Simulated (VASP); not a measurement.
# AlN (Pm) in VASP: notebook

The runs below take AlN through single point, with PBE.

Everything below comes from runs of VASP 6.6.1. Logs are shortened: lines on timing, memory, paths and dates and some standing lists are left out, and cuts for length are marked.

## (1) The cell of the first run

The structure is monoclinic, space group Pm (No. 6). The conventional cell has a = 3.313 Å, b = 4.187 Å, c = 5.739 Å, α = 90.00°, β = 90.00°, γ = 90.00°. Al (site symmetry m) has 4 N at 1.68 to 2.12 Å within 2.2 Å. Within 2.5 Å of Al (site symmetry m) lie 5 N at 1.91 to 2.09 Å. Within 2.5 Å of Al (site symmetry m) lie 5 N at 1.91 to 2.09 Å. Al (site symmetry m) has 5 N at 1.91 to 2.09 Å within 2.5 Å. Within 2.5 Å of N (site symmetry m) lie 5 Al at 1.91 to 2.12 Å. Within 2.5 Å of N (site symmetry m) lie 5 Al at 1.91 to 2.09 Å. Within 2.2 Å of N (site symmetry m) lie 4 Al at 1.68 to 2.09 Å. N (site symmetry m) has 5 Al at 1.85 to 2.09 Å within 2.5 Å.

## (2) Single point, PBE (atom 1 (Al) moved by -0.252 Å along [1 0 0] and +0.252 Å along [1 2 0])

Contents of INCAR:

```
SYSTEM = AlN
ALGO = Normal
EDIFF = 1E-6
ENCUT = 520
GGA = PE
ISIF = 2
ISMEAR = 0
LASPH = .True.
LCHARG = .True.
LELF = .True.
LREAL = .False.
LVHAR = .True.
LWAVE = .False.
NBANDS = 26
NELM = 100
PREC = Accurate
SIGMA = 0.05
```

Contents of KPOINTS:

```
k-points
0
Gamma
  8 6 4
  0 0 0
```

Contents of POSCAR:

```
AlN
1.0
   -1.6567491617      2.8695737234      0.0000000000
    0.0000000000      0.0000000000      4.1874629526
    4.9702474850      2.8695737234      0.0000000000
Al N
4 4
Direct
    0.6038897166      0.7500000000      0.1505948716
    0.0000000000      0.7500000000      0.6666666667
    0.0000000000      0.2500000000      0.3333333333
    0.5000000000      0.2500000000      0.8333333333
    0.5000000000      0.2500000000      0.1666666667
    0.0000000000      0.2500000000      0.6666666667
    0.0000000000      0.7500000000      0.3333333333
    0.5000000000      0.7500000000      0.8333333333
```

Potentials or basis: VASP PAW PBE potentials, release 64 (Al, N).

Started as:

```
$ cat potpaw_PBE.64/Al/POTCAR potpaw_PBE.64/N/POTCAR > POTCAR
$ mpirun -np 1 vasp_std > vasp.out
```

OUTCAR:

```text
SYSTEM = AlN
   EDIFF = 1E-6
   ENCUT = 520
   GGA = PE
   ISIF = 2
   ISMEAR = 0
   LASPH = .True.
   LREAL = .False.
   NELM = 100
   PREC = Accurate

 ion  position               nearest neighbor table
   1  0.604  0.750  0.151-   7 1.68   8 1.85   5 2.12   5 2.12   7 2.26   3 2.68   3 2.68   4 2.80
                             4 2.80   2 3.07   3 3.08   3 3.08   2 3.24
   2  0.000  0.750  0.667-   8 1.91   8 1.91   7 1.91   6 2.09   6 2.09   4 2.84   4 2.84   4 2.84
                             4 2.84   3 2.84   3 2.84   1 3.07   1 3.24
   3  0.000  0.250  0.333-   5 1.91   5 1.91   6 1.91   7 2.09   7 2.09   1 2.68   1 2.68   2 2.84
                             2 2.84   1 3.08   1 3.08   4 3.31   4 3.31   4 3.31   4 3.31
   4  0.500  0.250  0.833-   6 1.91   6 1.91   5 1.91   8 2.09   8 2.09   1 2.80   1 2.80   2 2.84
                             2 2.84   2 2.84   2 2.84   3 3.31   3 3.31   3 3.31   3 3.31
   5  0.500  0.250  0.167-   3 1.91   3 1.91   4 1.91   1 2.12   1 2.12
   6  0.000  0.250  0.667-   4 1.91   4 1.91   3 1.91   2 2.09   2 2.09
   7  0.000  0.750  0.333-   1 1.68   2 1.91   3 2.09   3 2.09   1 2.26
   8  0.500  0.750  0.833-   1 1.85   2 1.91   2 1.91   4 2.09   4 2.09

  LATTYP: Found a simple orthorhombic cell.
 ALAT       =     3.3134983233
 B/A-ratio  =     1.2637588868
 C/A-ratio  =     1.7320508076

  Lattice vectors:

 A1 = (  -1.6567491617,   2.8695737234,   0.0000000000)
 A2 = (   0.0000000000,   0.0000000000,   4.1874629526)
 A3 = (   4.9702474850,   2.8695737234,   0.0000000000)

Analysis of symmetry for initial positions (statically):
=====================================================================
 Subroutine PRICEL returns:
 Original cell was already a primitive cell.

 Routine SETGRP: Setting up the symmetry group for a
 simple orthorhombic supercell.

 Subroutine GETGRP returns: Found  2 space group operations
 (whereof  1 operations were pure point group operations)
 out of a pool of  8 trial point group operations.

The static configuration has the point symmetry C_1 .
 The point group associated with its full space group is C_1h.

Analysis of symmetry for dynamics (positions and initial velocities):
=====================================================================
 Subroutine PRICEL returns:
 Original cell was already a primitive cell.

 Routine SETGRP: Setting up the symmetry group for a
 simple orthorhombic supercell.

 Subroutine GETGRP returns: Found  2 space group operations
 (whereof  1 operations were pure point group operations)
 out of a pool of  8 trial point group operations.

The dynamic configuration has the point symmetry C_1 .
 The point group associated with its full space group is C_1h.

 Subroutine INISYM returns: Found  2 space group operations
 (whereof  1 operations are pure point group operations),
 and found     1 'primitive' translations

----------------------------------------------------------------------------------------

                                     Primitive cell

  volume of cell :      79.6315

  direct lattice vectors                    reciprocal lattice vectors
    -1.656749162  2.869573723  0.000000000    -0.150897919  0.261362862  0.000000000
     0.000000000  0.000000000  4.187462953     0.000000000  0.000000000  0.238808083
     4.970247485  2.869573723  0.000000000     0.150897919  0.087120954  0.000000000

  length of vectors
     3.313498323  4.187462953  5.739147447     0.301795837  0.238808083  0.174241908

  position of ions in fractional coordinates (direct lattice)
     0.603889717  0.750000000  0.150594872
     0.000000000  0.750000000  0.666666667
     0.000000000  0.250000000  0.333333333
     0.500000000  0.250000000  0.833333333
     0.500000000  0.250000000  0.166666667
     0.000000000  0.250000000  0.666666667
     0.000000000  0.750000000  0.333333333
     0.500000000  0.750000000  0.833333333

  ion indices of the primitive-cell ions
   primitive index   ion index
                 1           1
                 2           2
                 3           3
                 4           4
                 5           5
                 6           6
                 7           7
                 8           8

----------------------------------------------------------------------------------------

 KPOINTS: k-points

Automatic generation of k-mesh.
 Grid dimensions read from file:
 generate k-points for:    8    6    4

 Generating k-lattice:

  Cartesian coordinates                     Fractional coordinates (reciprocal lattice)
    -0.018862240  0.032670358  0.000000000     0.125000000  0.000000000  0.000000000
     0.000000000  0.000000000  0.039801347     0.000000000  0.166666667  0.000000000
     0.037724480  0.021780238  0.000000000     0.000000000  0.000000000  0.250000000

  Length of vectors
     0.037724480  0.039801347  0.043560477

  Shift w.r.t. Gamma in fractional coordinates (k-lattice)
     0.000000000  0.000000000  0.000000000

 Subroutine IBZKPT returns following result:
 ===========================================

 Found     72 irreducible k-points:

 Following reciprocal coordinates:
            Coordinates               Weight
  0.000000  0.000000  0.000000      1.000000
  0.125000  0.000000 -0.000000      2.000000
  0.250000  0.000000 -0.000000      2.000000
  0.375000  0.000000 -0.000000      2.000000
  0.500000  0.000000 -0.000000      1.000000
  0.000000  0.166667  0.000000      2.000000
[... 16 lines left out ...]
  0.125000  0.000000 -0.250000      2.000000
  0.250000  0.000000  0.250000      2.000000
 [... further k-points ...]
   k-points           NKPTS =     72   k-points in BZ     NKDIM =     72   number of bands    NBANDS=     26
   number of dos      NEDOS =    301   number of ions     NIONS =      8
   total plane-waves  NPLWV =  43008
   dimension x,y,z NGX =    28 NGY =   32 NGZ =   48
   dimension x,y,z NGXF=    56 NGYF=   64 NGZF=   96
   ions per type =               4   4
   NGX,Y,Z   is equivalent  to a cutoff of  14.05, 12.70, 13.90 a.u.
   NGXF,Y,Z  is equivalent  to a cutoff of  28.10, 25.41, 27.81 a.u.
 SYSTEM =  AlN
   PREC   = accura    normal or accurate (medium, high low for compatibility)
   ISTART =      0    job   : 0-new  1-cont  2-samecut
   ICHARG =      2    charge: 1-file 2-atom 10-const
   ISPIN  =      1    spin polarized calculation?
   LNONCOLLINEAR =      F non collinear calculations
   LSORBIT =      F    spin-orbit coupling
   LASPH  =      T    aspherical Exc in radial PAW
   ENCUT  =  520.0 eV  38.22 Ry    6.18 a.u.   6.16  7.79 10.67*2*pi/ulx,y,z
   NELM   =    100;   NELMIN=  2; NELMDL= -5     # of ELM steps
   EDIFF  = 0.1E-05   stopping-criterion for ELM
   LREAL  =      F    real-space projection
   EDIFFG = 0.1E-04   stopping-criterion for IOM
   NSW    =      0    number of steps for IOM
   IBRION =     -1    ionic relax: 0-MD 1-quasi-New 2-CG
   NFREE  =      0    steps in history (QN), initial steepest desc. (CG)
   ISIF   =      2    stress and relaxation
   ISYM   =      2    0-nonsym 1-usesym 2-fastsym
   POTIM  = 0.5000    time-step for ionic-motion
   TEBEG  =    0.0;   TEEND  =   0.0 temperature during run
   PSTRESS=    0.0 pullay stress
   NELECT =      32.0000    total number of electrons
   NUPDOWN=      -1.0000    fix difference up-down
   EMIN   =  10.00;   EMAX   =-10.00  energy-range for DOS
   EFERMI =   0.00;   METHOD = LEGACY
   ISMEAR =     0;   SIGMA  =   0.05  broadening in eV -4-tet -1-fermi 0-gaus
   EFERMI_NEDOS =   21; number of points for ismear=-14 and -15
   IALGO  =     38    algorithm
   IMIX   =      4    mixing-type and parameters
     AMIX     =   0.40;   BMIX     =  1.00
     AMIX_MAG =   1.60;   BMIX_MAG =  1.00
  volume/ion in A,a.u.               =       9.95        67.17
  Fermi-wavevector in a.u.,A,eV,Ry     =   1.208082  2.282944 19.857191  1.459462
  Thomas-Fermi vector in A             =   2.343701
   LORBIT       =      0    0 simple, 1 ext, 2 COOP (PROOUT), +10 PAW based schemes
   GGA     = PE    functional components
   LHFCALC =     F    Hartree Fock is set to
   AEXX    =    0.0000 exact exchange contribution
   IVDW    =     0    specifies the selected vdW correction
   LEPSILON=     F    determine dielectric tensor
   LRPA    =     F    only Hartree local field effects (RPA)
 non-spin polarized calculation
 Gauss-broadening in eV      SIGMA  =   0.05
  energy-cutoff  :      520.00
  volume of cell :       79.63
 maximum number of plane-waves:      2174
 NGX is ok and might be reduce to    28
   NGX = 13   NGY = 15   NGZ = 21

 number of electron      31.9999993 magnetization

 Free energy of the ion-electron system (eV)
  ---------------------------------------------------
  ext. energy  EPLUGINS =         0.00000000
  ---------------------------------------------------
  free energy    TOTEN  =       -57.70476542 eV

  energy without entropy =      -57.70476542  energy(sigma->0) =      -57.70476542

 E-fermi :   8.1385     XC(G=0): -11.1539

 val. band max:        7.9199192939   @ k =   0.0000   0.0000   0.0000
 cond. band min:      10.9666302963   @ k =   0.0000   0.0000   0.0000
 fundamental gap:      3.0467110025
 Fermi energy:         8.1384708046

 k-point     1 :       0.0000    0.0000    0.0000
  band No.  band energies     occupation
      1      -8.8807      2.00000
      2      -6.9968      2.00000
      3      -5.9175      2.00000
      4      -5.2379      2.00000
      5       1.0589      2.00000
      6       1.4069      2.00000
[... 18 lines left out ...]
     25      17.2726      0.00000
     26      18.8872      0.00000

 k-point     2 :       0.1250    0.0000   -0.0000
  band No.  band energies     occupation
      1      -8.7493      2.00000
      2      -6.8932      2.00000
      3      -5.9586      2.00000
      4      -5.2361      2.00000
      5       1.2016      2.00000
      6       1.3866      2.00000
[... 18 lines left out ...]
     25      18.0616      0.00000
     26      18.6985      0.00000

 k-point     3 :       0.2500    0.0000   -0.0000
  band No.  band energies     occupation
      1      -8.3713      2.00000
      2      -6.6061      2.00000
      3      -6.1262      2.00000
      4      -5.2665      2.00000
      5       1.2610      2.00000
      6       1.6179      2.00000
[... 18 lines left out ...]
     25      17.7202      0.00000
     26      18.1039      0.00000

 k-point     4 :       0.3750    0.0000   -0.0000
  band No.  band energies     occupation
      1      -7.8037      2.00000
      2      -6.5383      2.00000
      3      -6.1666      2.00000
      4      -5.4117      2.00000
      5       1.2086      2.00000
      6       2.2665      2.00000
[... 18 lines left out ...]
     25      17.7409      0.00000
     26      18.8560      0.00000
[... 496 lines left out ...]
      1      -8.5774      2.00000
      2      -7.3760      2.00000
      3      -5.6544      2.00000
      4      -5.2266      2.00000
      5       1.3900      2.00000
      6       1.7500      2.00000
[... 18 lines left out ...]
     25      17.6592      0.00000
     26      17.9821      0.00000

 k-point    23 :       0.1250    0.0000   -0.2500
  band No.  band energies     occupation
      1      -8.5860      2.00000
      2      -7.3549      2.00000
      3      -5.6719      2.00000
      4      -5.2248      2.00000
      5       1.3806      2.00000
      6       1.7876      2.00000
[... 18 lines left out ...]
     25      17.5346      0.00000
     26      18.1601      0.00000

 k-point    24 :       0.2500    0.0000    0.2500
  band No.  band energies     occupation
      1      -8.2065      2.00000
      2      -7.1203      2.00000
      3      -5.7621      2.00000
      4      -5.2913      2.00000
      5       1.5921      2.00000
      6       1.8044      2.00000
[... 18 lines left out ...]
     25      17.6775      0.00000
     26      17.9820      0.00000

 [... further k-points ...]

------------------------ aborting loop because EDIFF is reached ----------------------------------------

  FORCE on cell =-STRESS in cart. coord.  units (eV):
  Direction    XX          YY          ZZ          XY          YZ          ZX
  --------------------------------------------------------------------------------------
  -------------------------------------------------------------------------------------
  Total       -0.3597737      6.2066744      0.0813050      2.2716976      0.0000000      0.0000000
  in kB       -7.2386045    124.8775679      1.6358473     45.7062924      0.0000000      0.0000000
  external PRESSURE =      39.7582702 kB  Pullay stress =       0.0000000 kB

 VOLUME and BASIS-vectors are now :
 -----------------------------------------------------------------------------
  energy-cutoff  :      520.00
  volume of cell :       79.63
      direct lattice vectors                 reciprocal lattice vectors
    -1.656749162  2.869573723  0.000000000    -0.150897919  0.261362862  0.000000000
     0.000000000  0.000000000  4.187462953     0.000000000  0.000000000  0.238808083
     4.970247485  2.869573723  0.000000000     0.150897919  0.087120954  0.000000000

 POSITION                                       TOTAL-FORCE (eV/Angst)
 -----------------------------------------------------------------------------------
     -0.25200      2.16505      3.14060         2.068145     -5.022348      0.000000
      3.31350      1.91305      3.14060        -0.622194     -0.203327      0.000000
      1.65675      0.95652      1.04687        -0.230131      0.599315      0.000000
      3.31350      3.82610      1.04687         0.099916     -0.211435      0.000000
      0.00000      1.91305      1.04687        -0.738646      0.449183      0.000000
      3.31350      1.91305      1.04687         0.112636      0.119028      0.000000
      1.65675      0.95652      3.14060        -0.046789      4.190306      0.000000
      3.31350      3.82610      3.14060        -0.642936      0.079278      0.000000
 -----------------------------------------------------------------------------------
    total drift:                                0.000082     -0.000053      0.000000

  FREE ENERGIE OF THE ION-ELECTRON SYSTEM (eV)
  ---------------------------------------------------
  free  energy   TOTEN  =       -57.7047654221 eV

  energy  without entropy=      -57.7047654221  energy(sigma->0) =      -57.70476542
```

Run time: 58 s. Hardware: 1 thread of Intel Xeon 6975P-C (Granite Rapids), shared host; peak memory 0.25 GiB.

Results:

```
Free energy            : -57.7048 eV
Pressure               : 4.0 GPa
Largest force          : 5.432 eV/Å
Band gap on the k mesh : 3.05 eV, direct
```

Forces on the atoms (eV/Å):
```
Al   2.068 -5.022  0.000
Al  -0.622 -0.203  0.000
Al  -0.230  0.599  0.000
Al   0.100 -0.211  0.000
N   -0.739  0.449  0.000
N    0.113  0.119  0.000
N   -0.047  4.190  0.000
N   -0.643  0.079  0.000
```

Stress tensor (GPa, compression positive):
```
-0.72  4.57  0.00
 4.57 12.49  0.00
 0.00  0.00  0.16
```

Caveat: the cell differs from its parent crystal (atom 1 (Al) moved by -0.252 Å along [1 0 0] and +0.252 Å along [1 2 0]); forces of over 1 eV/Å act on the atoms, so gaps and moduli don't describe the material at rest.

(Continued in part 2 of 2.)
